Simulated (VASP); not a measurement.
# Cs (P6_3/mmc) in VASP: single point with PBE

Aim: the single point of Cs with PBE.

All numbers are computed with VASP 6.6.1; they aren't measurements. Logs are shortened: lines on timing, memory, paths and dates and some standing lists are left out, and cuts for length are marked.

## 1. The cell of the first run

It takes space group P6_3/mmc (No. 194, hexagonal). The conventional cell has a = 5.486 Å, b = 5.486 Å, c = 17.895 Å, α = 90.00°, β = 90.00°, γ = 120.00°.

This isn't the form of Cs at room conditions, which is bcc.

## 2. Single point, PBE

INCAR

```
SYSTEM = Cs
PREC     = Accurate       ! precision mode
ENCUT    = 520            ! plane-wave cutoff, eV
EDIFF    = 1E-6           ! SCF threshold, eV
ISMEAR   = 0              ! smearing method
SIGMA    = 0.1            ! smearing width, eV
LREAL    = .False.        ! projectors in reciprocal space
LASPH    = .True.         ! aspherical terms in the spheres
NELM     = 80             ! most SCF steps
ALGO     = Fast           ! electronic algorithm
ISIF     = 2              ! what is computed and relaxed
LWAVE    = .False.        ! write WAVECAR
LCHARG   = .True.         ! write CHGCAR
GGA      = PE             ! functional
LELF     = .True.         ! ELF
LVHAR    = .True.       
NBANDS   = 26             ! bands
```

KPOINTS

```
Automatic mesh
0
Gamma
  12 12 4
  0 0 0
```

POSCAR

```
Cs
1.0
    5.4858954951      0.0000000000      0.0000000000
   -2.7429477476      4.7509248612      0.0000000000
    0.0000000000      0.0000000000     17.8948871598
Cs
4
Direct
    0.0000000000      0.0000000000      0.0000000000
    0.3333333333      0.6666666667      0.2500000000
    0.0000000000      0.0000000000      0.5000000000
    0.6666666667      0.3333333333      0.7500000000
```

Potentials or basis: VASP PAW PBE potentials, release 64 (Cs_sv).

Launch:

```bash
> cat potpaw_PBE.64/Cs_sv/POTCAR > POTCAR
> mpirun -np 1 vasp_std > vasp.out
```

OUTCAR:

```text
SYSTEM = Cs
   PREC = Accurate
   ENCUT = 520
   EDIFF = 1E-6
   ISMEAR = 0
   LREAL = .False.
   LASPH = .True.
   NELM = 80
   ISIF = 2
   GGA = PE

 ion  position               nearest neighbor table
   1  0.000  0.000  0.000-
   2  0.333  0.667  0.250-
   3  0.000  0.000  0.500-
   4  0.667  0.333  0.750-

  LATTYP: Found a hexagonal cell.
 ALAT       =     5.4858954951
 C/A-ratio  =     3.2619810523

  Lattice vectors:

 A1 = (   5.4858954951,   0.0000000000,   0.0000000000)
 A2 = (  -2.7429477476,   4.7509248612,   0.0000000000)
 A3 = (   0.0000000000,   0.0000000000,  17.8948871598)

Analysis of symmetry for initial positions (statically):
=====================================================================
 Subroutine PRICEL returns:
 Original cell was already a primitive cell.

 Routine SETGRP: Setting up the symmetry group for a
 hexagonal supercell.

 Subroutine GETGRP returns: Found 24 space group operations
 (whereof 12 operations were pure point group operations)
 out of a pool of 24 trial point group operations.

The static configuration has the point symmetry D_3d.
 The point group associated with its full space group is D_6h.

Analysis of symmetry for dynamics (positions and initial velocities):
=====================================================================
 Subroutine PRICEL returns:
 Original cell was already a primitive cell.

 Routine SETGRP: Setting up the symmetry group for a
 hexagonal supercell.

 Subroutine GETGRP returns: Found 24 space group operations
 (whereof 12 operations were pure point group operations)
 out of a pool of 24 trial point group operations.

The dynamic configuration has the point symmetry D_3d.
 The point group associated with its full space group is D_6h.

 Subroutine INISYM returns: Found 24 space group operations
 (whereof 12 operations are pure point group operations),
 and found     1 'primitive' translations

----------------------------------------------------------------------------------------

                                     Primitive cell

  volume of cell :     466.3958

  direct lattice vectors                    reciprocal lattice vectors
     5.485895495  0.000000000  0.000000000     0.182285645  0.105242666  0.000000000
    -2.742947748  4.750924861  0.000000000     0.000000000  0.210485333  0.000000000
     0.000000000  0.000000000 17.894887160     0.000000000  0.000000000  0.055881884

  length of vectors
     5.485895495  5.485895495 17.894887160     0.210485333  0.210485333  0.055881884

  position of ions in fractional coordinates (direct lattice)
     0.000000000  0.000000000  0.000000000
     0.333333333  0.666666667  0.250000000
     0.000000000  0.000000000  0.500000000
     0.666666667  0.333333333  0.750000000

  ion indices of the primitive-cell ions
   primitive index   ion index
                 1           1
                 2           2
                 3           3
                 4           4

----------------------------------------------------------------------------------------

 KPOINTS: Automatic mesh

Automatic generation of k-mesh.
 Grid dimensions read from file:
 generate k-points for:   12   12    4

 Generating k-lattice:

  Cartesian coordinates                     Fractional coordinates (reciprocal lattice)
     0.015190470  0.008770222  0.000000000     0.083333333 -0.000000000  0.000000000
     0.000000000  0.017540444  0.000000000     0.000000000  0.083333333  0.000000000
     0.000000000  0.000000000  0.013970471     0.000000000  0.000000000  0.250000000

  Length of vectors
     0.017540444  0.017540444  0.013970471

  Shift w.r.t. Gamma in fractional coordinates (k-lattice)
     0.000000000  0.000000000  0.000000000

 Subroutine IBZKPT returns following result:
 ===========================================

 Found     57 irreducible k-points:

 Following reciprocal coordinates:
            Coordinates               Weight
  0.000000  0.000000  0.000000      1.000000
  0.083333  0.000000  0.000000      6.000000
  0.166667  0.000000  0.000000      6.000000
  0.250000  0.000000  0.000000      6.000000
  0.333333  0.000000  0.000000      6.000000
  0.416667  0.000000  0.000000      6.000000
[... 16 lines left out ...]
  0.250000  0.000000  0.250000     12.000000
  0.333333  0.000000  0.250000     12.000000
 [... further k-points ...]
   k-points           NKPTS =     57   k-points in BZ     NKDIM =     57   number of bands    NBANDS=     26
   number of dos      NEDOS =    301   number of ions     NIONS =      4
   total plane-waves  NPLWV = 246960
   dimension x,y,z NGX =    42 NGY =   42 NGZ =  140
   dimension x,y,z NGXF=    84 NGYF=   84 NGZF=  280
   ions per type =               4
   NGX,Y,Z   is equivalent  to a cutoff of  12.73, 12.73, 13.01 a.u.
   NGXF,Y,Z  is equivalent  to a cutoff of  25.46, 25.46, 26.01 a.u.
 SYSTEM =  Cs
   PREC   = accura    normal or accurate (medium, high low for compatibility)
   ISTART =      0    job   : 0-new  1-cont  2-samecut
   ICHARG =      2    charge: 1-file 2-atom 10-const
   ISPIN  =      1    spin polarized calculation?
   LNONCOLLINEAR =      F non collinear calculations
   LSORBIT =      F    spin-orbit coupling
   LASPH  =      T    aspherical Exc in radial PAW
   ENCUT  =  520.0 eV  38.22 Ry    6.18 a.u.  10.20 10.20 33.27*2*pi/ulx,y,z
   NELM   =     80;   NELMIN=  2; NELMDL= -5     # of ELM steps
   EDIFF  = 0.1E-05   stopping-criterion for ELM
   LREAL  =      F    real-space projection
   EDIFFG = 0.1E-04   stopping-criterion for IOM
   NSW    =      0    number of steps for IOM
   IBRION =     -1    ionic relax: 0-MD 1-quasi-New 2-CG
   NFREE  =      0    steps in history (QN), initial steepest desc. (CG)
   ISIF   =      2    stress and relaxation
   ISYM   =      2    0-nonsym 1-usesym 2-fastsym
   POTIM  = 0.5000    time-step for ionic-motion
   TEBEG  =    0.0;   TEEND  =   0.0 temperature during run
   PSTRESS=    0.0 pullay stress
   NELECT =      36.0000    total number of electrons
   NUPDOWN=      -1.0000    fix difference up-down
   EMIN   =  10.00;   EMAX   =-10.00  energy-range for DOS
   EFERMI =   0.00;   METHOD = LEGACY
   ISMEAR =     0;   SIGMA  =   0.10  broadening in eV -4-tet -1-fermi 0-gaus
   EFERMI_NEDOS =   21; number of points for ismear=-14 and -15
   IALGO  =     68    algorithm
   IMIX   =      4    mixing-type and parameters
     AMIX     =   0.40;   BMIX     =  1.00
     AMIX_MAG =   1.60;   BMIX_MAG =  1.00
  volume/ion in A,a.u.               =     116.60       786.85
  Fermi-wavevector in a.u.,A,eV,Ry     =   0.697040  1.317214  6.610584  0.485864
  Thomas-Fermi vector in A             =   1.780257
   LORBIT       =      0    0 simple, 1 ext, 2 COOP (PROOUT), +10 PAW based schemes
   GGA     = PE    functional components
   LHFCALC =     F    Hartree Fock is set to
   AEXX    =    0.0000 exact exchange contribution
   IVDW    =     0    specifies the selected vdW correction
   LEPSILON=     F    determine dielectric tensor
   LRPA    =     F    only Hartree local field effects (RPA)
 non-spin polarized calculation
 RMM-DIIS sequential band-by-band and
 Gauss-broadening in eV      SIGMA  =   0.10
  energy-cutoff  :      520.00
  volume of cell :      466.40
 maximum number of plane-waves:     12596
 NGX is ok and might be reduce to    42
   NGX = 21   NGY = 21   NGZ = 67

 number of electron      36.0000007 magnetization

 Free energy of the ion-electron system (eV)
  ---------------------------------------------------
  ext. energy  EPLUGINS =         0.00000000
  ---------------------------------------------------
  free energy    TOTEN  =        -3.41846452 eV

  energy without entropy =       -3.39348053  energy(sigma->0) =       -3.40597253

 E-fermi :   0.4152     XC(G=0):  -5.3715

 val. band max:        0.4120134993   @ k =   0.4167   0.0833   0.5000
 cond. band min:       0.4153468894   @ k =   0.5000   0.0000   0.2500
 fundamental gap:      0.0033333901
 Fermi energy:         0.4151980147

 k-point     1 :       0.0000    0.0000    0.0000
  band No.  band energies     occupation
      1     -23.4404      2.00000
      2     -23.4376      2.00000
      3     -23.4375      2.00000
      4     -23.4347      2.00000
      5     -10.3163      2.00000
      6     -10.2530      2.00000
[... 18 lines left out ...]
     25       2.7795      0.00000
     26       2.8171      0.00000

 k-point     2 :       0.0833    0.0000    0.0000
  band No.  band energies     occupation
      1     -23.4400      2.00000
      2     -23.4373      2.00000
      3     -23.4372      2.00000
      4     -23.4345      2.00000
      5     -10.3135      2.00000
      6     -10.2538      2.00000
[... 18 lines left out ...]
     25       2.6703      0.00000
     26       2.7293      0.00000

 k-point     3 :       0.1667    0.0000    0.0000
  band No.  band energies     occupation
      1     -23.4391      2.00000
      2     -23.4366      2.00000
      3     -23.4365      2.00000
      4     -23.4341      2.00000
      5     -10.3054      2.00000
      6     -10.2582      2.00000
[... 18 lines left out ...]
     25       2.3790      0.00000
     26       2.4357      0.00000

 k-point     4 :       0.2500    0.0000    0.0000
  band No.  band energies     occupation
      1     -23.4378      2.00000
      2     -23.4357      2.00000
      3     -23.4356      2.00000
      4     -23.4335      2.00000
      5     -10.2938      2.00000
      6     -10.2718      2.00000
[... 18 lines left out ...]
     25       2.0593      0.00000
     26       2.0935      0.00000
[... 496 lines left out ...]
      1     -23.4389      2.00000
      2     -23.4376      2.00000
      3     -23.4356      2.00000
      4     -23.4343      2.00000
      5     -10.3018      2.00000
      6     -10.2761      2.00000
[... 18 lines left out ...]
     25       2.3409      0.00000
     26       2.4589      0.00000

 k-point    23 :       0.2500    0.0000    0.2500
  band No.  band energies     occupation
      1     -23.4376      2.00000
      2     -23.4365      2.00000
      3     -23.4349      2.00000
      4     -23.4337      2.00000
      5     -10.2922      2.00000
      6     -10.2799      2.00000
[... 18 lines left out ...]
     25       2.1487      0.00000
     26       2.1606      0.00000

 k-point    24 :       0.3333    0.0000    0.2500
  band No.  band energies     occupation
      1     -23.4362      2.00000
      2     -23.4354      2.00000
      3     -23.4341      2.00000
      4     -23.4332      2.00000
      5     -10.2947      2.00000
      6     -10.2863      2.00000
[... 18 lines left out ...]
     25       1.9620      0.00000
     26       2.0548      0.00000

 [... further k-points ...]

------------------------ aborting loop because EDIFF is reached ----------------------------------------

  FORCE on cell =-STRESS in cart. coord.  units (eV):
  Direction    XX          YY          ZZ          XY          YZ          ZX
  --------------------------------------------------------------------------------------
  -------------------------------------------------------------------------------------
  Total        0.0387403      0.0387403     -0.0074599     -0.0000000      0.0000000      0.0000000
  in kB        0.1330819      0.1330819     -0.0256265     -0.0000000      0.0000000      0.0000000
  external PRESSURE =       0.0801791 kB  Pullay stress =       0.0000000 kB

 VOLUME and BASIS-vectors are now :
 -----------------------------------------------------------------------------
  energy-cutoff  :      520.00
  volume of cell :      466.40
      direct lattice vectors                 reciprocal lattice vectors
     5.485895495  0.000000000  0.000000000     0.182285645  0.105242666  0.000000000
    -2.742947748  4.750924861  0.000000000     0.000000000  0.210485333  0.000000000
     0.000000000  0.000000000 17.894887160     0.000000000  0.000000000  0.055881884

 POSITION                                       TOTAL-FORCE (eV/Angst)
 -----------------------------------------------------------------------------------
      0.00000      0.00000      0.00000        -0.000000      0.000000      0.000000
     -0.00000      3.16728      4.47372        -0.000000      0.000000     -0.000000
      0.00000      0.00000      8.94744        -0.000000      0.000000      0.000000
      2.74295      1.58364     13.42117         0.000000     -0.000000      0.000000
 -----------------------------------------------------------------------------------
    total drift:                               -0.000000      0.000000     -0.000000

  FREE ENERGIE OF THE ION-ELECTRON SYSTEM (eV)
  ---------------------------------------------------
  free  energy   TOTEN  =        -3.4184645232 eV

  energy  without entropy=       -3.3934805273  energy(sigma->0) =       -3.40597253
```

Wall time 9.6 min (1 thread of Intel Xeon Platinum 8488C (Sapphire Rapids), shared host); peak memory 0.86 GiB.

What came out:

```
Free energy            : -3.4185 eV
Pressure               : 0.0 GPa
Band gap on the k mesh : zero (bands 18 and 19 overlap by 1.73 eV)
```

Caveat: spin-orbit coupling is left out, which moves the levels of the heavy elements.
